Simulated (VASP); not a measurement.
Set up this calculation in VASP 6.6.1, as the native input.

| Quantity | Value |
| --- | --- |
| Task | single point |
| Functional | r2SCAN |
| Potentials or basis | VASP PAW PBE potentials, release 64 (Si, Ni) |
| Cutoff | 520 eV |
| k mesh | 10 × 10 × 10 |
| Occupations | fermi-dirac, width 0.08 eV |
| Spin | no spin polarisation |
| Dipole correction | no |
| Further INCAR settings | ALGO = Normal; EDIFF = 1e-06; NBANDS = 16 |

The system is Si2Ni.

```
Si Ni
1.0
     0.00000    2.69390    2.69390
     2.69390    0.00000    2.69390
     2.69390    2.69390    0.00000
Si Ni
2 1
Direct
  0.25000 0.25000 0.25000
  0.75000 0.75000 0.75000
  0.00000 0.00000 0.00000
```

One way to write it, as run:

POSCAR

```
Si2Ni
1.0
    0.0000000000      2.6938981748      2.6938981748
    2.6938981748      0.0000000000      2.6938981748
    2.6938981748      2.6938981748      0.0000000000
Si Ni
2 1
Direct
    0.2500000000      0.2500000000      0.2500000000
    0.7500000000      0.7500000000      0.7500000000
    0.0000000000      0.0000000000      0.0000000000
```

INCAR.step1

```
PREC = Accurate
ENCUT = 520
ISMEAR = -1
SIGMA = 0.08
LREAL = False
LASPH = True
NELM = 60
NBANDS = 16
GGA = PE
ALGO = Normal
EDIFF = 1E-4
LWAVE = True
LCHARG = False
```

INCAR.step2

```
PREC = Accurate
ENCUT = 520
EDIFF = 1E-6
ISMEAR = -1
SIGMA = 0.08
LREAL = False
LASPH = True
NELM = 60
ALGO = Normal
ISIF = 2
LWAVE = False
LCHARG = True
METAGGA = R2SCAN
LMIXTAU = True
LELF = True
LVHAR = True
NBANDS = 16
ISTART = 1
```

KPOINTS

```
regular mesh
0
Gamma
  10 10 10
```

Potentials or basis: VASP PAW PBE potentials, release 64 (Si, Ni).

Launch:

```bash
$ cat potpaw_PBE.64/Si/POTCAR potpaw_PBE.64/Ni/POTCAR > POTCAR
$ cp INCAR.step1 INCAR
$ mpirun -np 1 vasp_std > vasp.out
$ cp INCAR.step2 INCAR
$ mpirun -np 1 vasp_std > vasp.out
```

It gave:

```
Pressure               : -0.2 GPa
Band gap on the k mesh : zero (band 9 reaches 12.35 eV, above the bottom of band 10 at 10.24 eV)
```

Caveat: the PAW data sets were made with another functional, which shifts forces and pressure a little.

Wall time 110 s on 1 thread of Intel(R) Xeon(R) Platinum 8259CL CPU @ 2.50GHz (Skylake/Cascade Lake), with other jobs on the host, peak memory 0.18 GiB.
